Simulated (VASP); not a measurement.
# Zr3AlN4 (Pm-3m) in VASP: a series of runs

Runs on Zr3AlN4. Level: PBE. Tasks: single point.

Program: VASP 6.6.1. These are calculated values, not measurements. Logs are shortened: lines on timing, memory, paths and dates and some standing lists are left out, and cuts for length are marked.

**1. The cell of the first run**

It takes space group Pm-3m (No. 221, cubic). The conventional cell has a = 4.529 Å, b = 4.529 Å, c = 4.529 Å, α = 90.00°, β = 90.00°, γ = 90.00°. Zr (site symmetry 4/mmm) has 6 N at 2.26 Å within 3.0 Å. Within 3.0 Å of Al (site symmetry m-3m) lie 6 N at 2.26 Å. N (site symmetry 4/mmm) has 4 Zr at 2.26 Å and 2 Al at 2.26 Å within 3.0 Å. Within 3.0 Å of N (site symmetry m-3m) lie 6 Zr at 2.26 Å.

**2. Single point, PBE**

Contents of INCAR:

```
SYSTEM = Zr3AlN4
ALGO = Normal ; EDIFF = 1E-6
ENCUT = 520 ; GGA = PE
ISIF = 2 ; ISMEAR = 0
LASPH = .TRUE. ; LCHARG = .TRUE.
LELF = .TRUE. ; LREAL = .FALSE.
LVHAR = .TRUE. ; LWAVE = .FALSE.
NBANDS = 40 ; NELM = 100
PREC = Accurate ; SIGMA = 0.1
```

Contents of KPOINTS:

```
k-points
0
G
  4 4 4
  0 0 0
```

Contents of POSCAR:

```
Zr3AlN4
1.0
    4.5289253748      0.0000000000      0.0000000000
    0.0000000000      4.5289253748      0.0000000000
    0.0000000000      0.0000000000      4.5289253748
Zr Al N
3 1 4
Direct
    0.5000000000      0.0000000000      0.0000000000
    0.0000000000      0.0000000000      0.5000000000
    0.0000000000      0.5000000000      0.0000000000
    0.5000000000      0.5000000000      0.5000000000
    0.0000000000      0.5000000000      0.5000000000
    0.5000000000      0.5000000000      0.0000000000
    0.0000000000      0.0000000000      0.0000000000
    0.5000000000      0.0000000000      0.5000000000
```

Potentials or basis: VASP PAW PBE potentials, release 64 (Zr_sv, Al, N).

On the command line:

```bash
$ cat potpaw_PBE.64/Zr_sv/POTCAR potpaw_PBE.64/Al/POTCAR potpaw_PBE.64/N/POTCAR > POTCAR
$ mpirun -np 1 vasp_std > vasp.out
```

OUTCAR:

```text
SYSTEM = Zr3AlN4
   EDIFF = 1E-6
   ENCUT = 520
   GGA = PE
   ISIF = 2
   ISMEAR = 0
   LASPH = .TRUE.
   LREAL = .FALSE.
   NELM = 100
   PREC = Accurate

 ion  position               nearest neighbor table
   1  0.500  0.000  0.000-   6 2.26   7 2.26   8 2.26   8 2.26   6 2.26   7 2.26   2 3.20   4 3.20
                             2 3.20   3 3.20   4 3.20   3 3.20   4 3.20   2 3.20   3 3.20   4 3.20
   2  0.000  0.000  0.500-   5 2.26   7 2.26   8 2.26   7 2.26   5 2.26   8 2.26   1 3.20   3 3.20
                             1 3.20   3 3.20   4 3.20   3 3.20   3 3.20   1 3.20   4 3.20   4 3.20
   3  0.000  0.500  0.000-   5 2.26   6 2.26   7 2.26   5 2.26   7 2.26   6 2.26   2 3.20   4 3.20
                             1 3.20   1 3.20   2 3.20   2 3.20   2 3.20   1 3.20   4 3.20   4 3.20
   4  0.500  0.500  0.500-   5 2.26   6 2.26   8 2.26   6 2.26   8 2.26   5 2.26   1 3.20   3 3.20
                             1 3.20   1 3.20   2 3.20   2 3.20   1 3.20   2 3.20   3 3.20   3 3.20
   5  0.000  0.500  0.500-   2 2.26   3 2.26   4 2.26   3 2.26   2 2.26   4 2.26
   6  0.500  0.500  0.000-   1 2.26   3 2.26   4 2.26   4 2.26   1 2.26   3 2.26
   7  0.000  0.000  0.000-   1 2.26   2 2.26   3 2.26   2 2.26   3 2.26   1 2.26
   8  0.500  0.000  0.500-   1 2.26   2 2.26   4 2.26   1 2.26   4 2.26   2 2.26

  LATTYP: Found a simple cubic cell.
 ALAT       =     4.5289253748

  Lattice vectors:

 A1 = (   4.5289253748,   0.0000000000,   0.0000000000)
 A2 = (   0.0000000000,   4.5289253748,   0.0000000000)
 A3 = (   0.0000000000,   0.0000000000,   4.5289253748)

Analysis of symmetry for initial positions (statically):
=====================================================================
 Subroutine PRICEL returns:
 Original cell was already a primitive cell.

 Routine SETGRP: Setting up the symmetry group for a
 simple cubic supercell.

 Subroutine GETGRP returns: Found 48 space group operations
 (whereof 48 operations were pure point group operations)
 out of a pool of 48 trial point group operations.

The static configuration has the point symmetry O_h .

Analysis of symmetry for dynamics (positions and initial velocities):
=====================================================================
 Subroutine PRICEL returns:
 Original cell was already a primitive cell.

 Routine SETGRP: Setting up the symmetry group for a
 simple cubic supercell.

 Subroutine GETGRP returns: Found 48 space group operations
 (whereof 48 operations were pure point group operations)
 out of a pool of 48 trial point group operations.

The dynamic configuration has the point symmetry O_h .

 Subroutine INISYM returns: Found 48 space group operations
 (whereof 48 operations are pure point group operations),
 and found     1 'primitive' translations

----------------------------------------------------------------------------------------

                                     Primitive cell

  volume of cell :      92.8935

  direct lattice vectors                    reciprocal lattice vectors
     4.528925375  0.000000000  0.000000000     0.220802932  0.000000000  0.000000000
     0.000000000  4.528925375  0.000000000     0.000000000  0.220802932  0.000000000
     0.000000000  0.000000000  4.528925375     0.000000000  0.000000000  0.220802932

  length of vectors
     4.528925375  4.528925375  4.528925375     0.220802932  0.220802932  0.220802932

  position of ions in fractional coordinates (direct lattice)
     0.500000000  0.000000000  0.000000000
     0.000000000  0.000000000  0.500000000
     0.000000000  0.500000000  0.000000000
     0.500000000  0.500000000  0.500000000
     0.000000000  0.500000000  0.500000000
     0.500000000  0.500000000  0.000000000
     0.000000000  0.000000000  0.000000000
     0.500000000  0.000000000  0.500000000

  ion indices of the primitive-cell ions
   primitive index   ion index
                 1           1
                 2           2
                 3           3
                 4           4
                 5           5
                 6           6
                 7           7
                 8           8

----------------------------------------------------------------------------------------

 KPOINTS: k-points

Automatic generation of k-mesh.
 Grid dimensions read from file:
 generate k-points for:    4    4    4

 Generating k-lattice:

  Cartesian coordinates                     Fractional coordinates (reciprocal lattice)
     0.055200733  0.000000000  0.000000000     0.250000000  0.000000000  0.000000000
     0.000000000  0.055200733  0.000000000     0.000000000  0.250000000  0.000000000
     0.000000000  0.000000000  0.055200733     0.000000000  0.000000000  0.250000000

  Length of vectors
     0.055200733  0.055200733  0.055200733

  Shift w.r.t. Gamma in fractional coordinates (k-lattice)
     0.000000000  0.000000000  0.000000000

 Subroutine IBZKPT returns following result:
 ===========================================

 Found     10 irreducible k-points:

 Following reciprocal coordinates:
            Coordinates               Weight
  0.000000  0.000000  0.000000      1.000000
  0.250000  0.000000  0.000000      6.000000
  0.500000  0.000000  0.000000      3.000000
  0.250000  0.250000  0.000000     12.000000
  0.500000  0.250000  0.000000     12.000000
  0.500000  0.500000  0.000000      3.000000
  0.250000  0.250000  0.250000      8.000000
  0.500000  0.250000  0.250000     12.000000
  0.500000  0.500000  0.250000      6.000000
  0.500000  0.500000  0.500000      1.000000
   k-points           NKPTS =     10   k-points in BZ     NKDIM =     10   number of bands    NBANDS=     40
   number of dos      NEDOS =    301   number of ions     NIONS =      8
   total plane-waves  NPLWV =  46656
   dimension x,y,z NGX =    36 NGY =   36 NGZ =   36
   dimension x,y,z NGXF=    72 NGYF=   72 NGZF=   72
   ions per type =               3   1   4
   NGX,Y,Z   is equivalent  to a cutoff of  13.21, 13.21, 13.21 a.u.
   NGXF,Y,Z  is equivalent  to a cutoff of  26.43, 26.43, 26.43 a.u.
 SYSTEM =  Zr3AlN4
   PREC   = accura    normal or accurate (medium, high low for compatibility)
   ISTART =      0    job   : 0-new  1-cont  2-samecut
   ICHARG =      2    charge: 1-file 2-atom 10-const
   ISPIN  =      1    spin polarized calculation?
   LNONCOLLINEAR =      F non collinear calculations
   LSORBIT =      F    spin-orbit coupling
   LASPH  =      T    aspherical Exc in radial PAW
   ENCUT  =  520.0 eV  38.22 Ry    6.18 a.u.   8.42  8.42  8.42*2*pi/ulx,y,z
   NELM   =    100;   NELMIN=  2; NELMDL= -5     # of ELM steps
   EDIFF  = 0.1E-05   stopping-criterion for ELM
   LREAL  =      F    real-space projection
   EDIFFG = 0.1E-04   stopping-criterion for IOM
   NSW    =      0    number of steps for IOM
   IBRION =     -1    ionic relax: 0-MD 1-quasi-New 2-CG
   NFREE  =      0    steps in history (QN), initial steepest desc. (CG)
   ISIF   =      2    stress and relaxation
   ISYM   =      2    0-nonsym 1-usesym 2-fastsym
   POTIM  = 0.5000    time-step for ionic-motion
   TEBEG  =    0.0;   TEEND  =   0.0 temperature during run
   PSTRESS=    0.0 pullay stress
   NELECT =      59.0000    total number of electrons
   NUPDOWN=      -1.0000    fix difference up-down
   EMIN   =  10.00;   EMAX   =-10.00  energy-range for DOS
   EFERMI =   0.00;   METHOD = LEGACY
   ISMEAR =     0;   SIGMA  =   0.10  broadening in eV -4-tet -1-fermi 0-gaus
   EFERMI_NEDOS =   21; number of points for ismear=-14 and -15
   IALGO  =     38    algorithm
   IMIX   =      4    mixing-type and parameters
     AMIX     =   0.40;   BMIX     =  1.00
     AMIX_MAG =   1.60;   BMIX_MAG =  1.00
  volume/ion in A,a.u.               =      11.61        78.36
  Fermi-wavevector in a.u.,A,eV,Ry     =   1.407225  2.659270 26.943391  1.980283
  Thomas-Fermi vector in A             =   2.529506
   LORBIT       =      0    0 simple, 1 ext, 2 COOP (PROOUT), +10 PAW based schemes
   GGA     = PE    functional components
   LHFCALC =     F    Hartree Fock is set to
   AEXX    =    0.0000 exact exchange contribution
   IVDW    =     0    specifies the selected vdW correction
   LEPSILON=     F    determine dielectric tensor
   LRPA    =     F    only Hartree local field effects (RPA)
 non-spin polarized calculation
 Gauss-broadening in eV      SIGMA  =   0.10
  energy-cutoff  :      520.00
  volume of cell :       92.89
 maximum number of plane-waves:      2522
 NGX is ok and might be reduce to    36
   NGX = 17   NGY = 17   NGZ = 17

 number of electron      59.0000008 magnetization

 Free energy of the ion-electron system (eV)
  ---------------------------------------------------
  ext. energy  EPLUGINS =         0.00000000
  ---------------------------------------------------
  free energy    TOTEN  =       -73.87307290 eV

  energy without entropy =      -73.85971063  energy(sigma->0) =      -73.86639177

 E-fermi :  11.4943     XC(G=0): -12.2321

 val. band max:       11.4506616249   @ k =   0.2500   0.2500   0.2500
 cond. band min:      11.6167422950   @ k =   0.2500   0.0000   0.0000
 fundamental gap:      0.1660806700
 Fermi energy:        11.4942944696

 k-point     1 :       0.0000    0.0000    0.0000
  band No.  band energies     occupation
      1     -37.9629      2.00000
      2     -37.7998      2.00000
      3     -37.7998      2.00000
      4     -16.4355      2.00000
      5     -16.4355      2.00000
      6     -16.4355      2.00000
[... 32 lines left out ...]
     39      16.0846      0.00000
     40      16.1862      0.00000

 k-point     2 :       0.2500    0.0000    0.0000
  band No.  band energies     occupation
      1     -37.9420      2.00000
      2     -37.8204      2.00000
      3     -37.7993      2.00000
      4     -16.3763      2.00000
      5     -16.3763      2.00000
      6     -16.3723      2.00000
[... 333 lines left out ...]
     39      15.1019      0.00000
     40      15.7554      0.00000

 k-point    10 :       0.5000    0.5000    0.5000
  band No.  band energies     occupation
      1     -37.8520      2.00000
      2     -37.8520      2.00000
      3     -37.8520      2.00000
      4     -16.8327      2.00000
      5     -16.5422      2.00000
      6     -16.5422      2.00000
[... 32 lines left out ...]
     39      14.9758      0.00000
     40      14.9758      0.00000

------------------------ aborting loop because EDIFF is reached ----------------------------------------

  FORCE on cell =-STRESS in cart. coord.  units (eV):
  Direction    XX          YY          ZZ          XY          YZ          ZX
  --------------------------------------------------------------------------------------
  -------------------------------------------------------------------------------------
  Total        0.1011551      0.1011551      0.1011551      0.0000000      0.0000000      0.0000000
  in kB        1.7446677      1.7446677      1.7446677      0.0000000      0.0000000      0.0000000
  external PRESSURE =       1.7446677 kB  Pullay stress =       0.0000000 kB

 VOLUME and BASIS-vectors are now :
 -----------------------------------------------------------------------------
  energy-cutoff  :      520.00
  volume of cell :       92.89
      direct lattice vectors                 reciprocal lattice vectors
     4.528925375  0.000000000  0.000000000     0.220802932  0.000000000  0.000000000
     0.000000000  4.528925375  0.000000000     0.000000000  0.220802932  0.000000000
     0.000000000  0.000000000  4.528925375     0.000000000  0.000000000  0.220802932

 POSITION                                       TOTAL-FORCE (eV/Angst)
 -----------------------------------------------------------------------------------
      2.26446      0.00000      0.00000         0.000000      0.000000      0.000000
      0.00000      0.00000      2.26446         0.000000      0.000000      0.000000
      0.00000      2.26446      0.00000         0.000000      0.000000      0.000000
      2.26446      2.26446      2.26446         0.000000      0.000000      0.000000
      0.00000      2.26446      2.26446         0.000000      0.000000      0.000000
      2.26446      2.26446      0.00000         0.000000      0.000000      0.000000
      0.00000      0.00000      0.00000         0.000000      0.000000      0.000000
      2.26446      0.00000      2.26446         0.000000      0.000000      0.000000
 -----------------------------------------------------------------------------------
    total drift:                                0.000000     -0.000000     -0.000000

  FREE ENERGIE OF THE ION-ELECTRON SYSTEM (eV)
  ---------------------------------------------------
  free  energy   TOTEN  =       -73.8730729011 eV

  energy  without entropy=      -73.8597106318  energy(sigma->0) =      -73.86639177
```

It took 20 s on 1 thread of Intel Xeon 6975P-C (Granite Rapids), shared host; peak memory 0.21 GiB.

Results:

* Free energy: -73.8731 eV
* Pressure: 0.2 GPa
* Band gap on the k mesh: zero (an odd number of electrons rules out a gap without spin polarisation)

**3. Single point, PBE**

This run uses another cell than the first one, of 13.44 Å³/atom.

Contents of INCAR:

```
ALGO = Normal
EDIFF = 1E-6
ENCUT = 520
GGA = PE
ISIF = 2
ISMEAR = 0
LASPH = True
LCHARG = False
LREAL = False
LWAVE = False
NBANDS = 40
NELM = 100
PREC = Accurate
SIGMA = 0.1
```

Contents of KPOINTS:

```
k-points
0
Gamma
  4 4 4
```

Edit POSCAR of step 2 so:

```diff
@@ -2,5 +2,5 @@
 1.0
-    4.5289253748      0.0000000000      0.0000000000
-    0.0000000000      4.5289253748      0.0000000000
-    0.0000000000      0.0000000000      4.5289253748
+    4.7548215300      0.0000000000      0.0000000000
+    0.0000000000      4.7548215300      0.0000000000
+    0.0000000000      0.0000000000      4.7548215300
 Zr Al N
```

Potentials or basis: VASP PAW PBE potentials, release 64 (Zr_sv, Al, N).

On the command line:

```bash
$ cat potpaw_PBE.64/Zr_sv/POTCAR potpaw_PBE.64/Al/POTCAR potpaw_PBE.64/N/POTCAR > POTCAR
$ mpirun -np 1 vasp_std > vasp.out
```

Wall time 19 s (1 thread of Intel Xeon 6975P-C (Granite Rapids), shared host); peak memory 0.21 GiB.

Results (log left out):

```yaml
Free_energy: -72.6783 eV
Pressure: -23.6 GPa
Band_gap_on_the_k_mesh: zero (an odd number of electrons rules out a gap without spin polarisation)
```

Levels at points of the mesh, in eV from the Fermi level:
| k point | band 25 | band 26 | band 27 | band 28 | band 29 | band 30 | band 31 | band 32 | band 33 | band 34 |
| --- | --- | --- | --- | --- | --- | --- | --- | --- | --- | --- |
| (0.00, 0.00, 0.00) | -2.70 | -2.28 | -2.28 | -2.28 | -2.19 | -2.19 | -2.19 | -1.66 | 0.78 | 0.78 |
| (0.50, 0.00, 0.00) | -3.07 | -3.07 | -2.71 | -2.71 | -1.79 | -0.14 | 1.13 | 1.13 | 1.31 | 1.57 |
| (0.50, 0.50, 0.00) | -4.27 | -3.72 | -3.72 | -2.78 | 1.63 | 1.63 | 1.63 | 1.63 | 1.80 | 1.84 |
| (0.50, 0.50, 0.50) | -4.77 | -4.77 | -3.15 | -3.15 | 2.05 | 2.27 | 2.27 | 2.27 | 2.67 | 2.67 |

Caveat: the cell stands under tension.
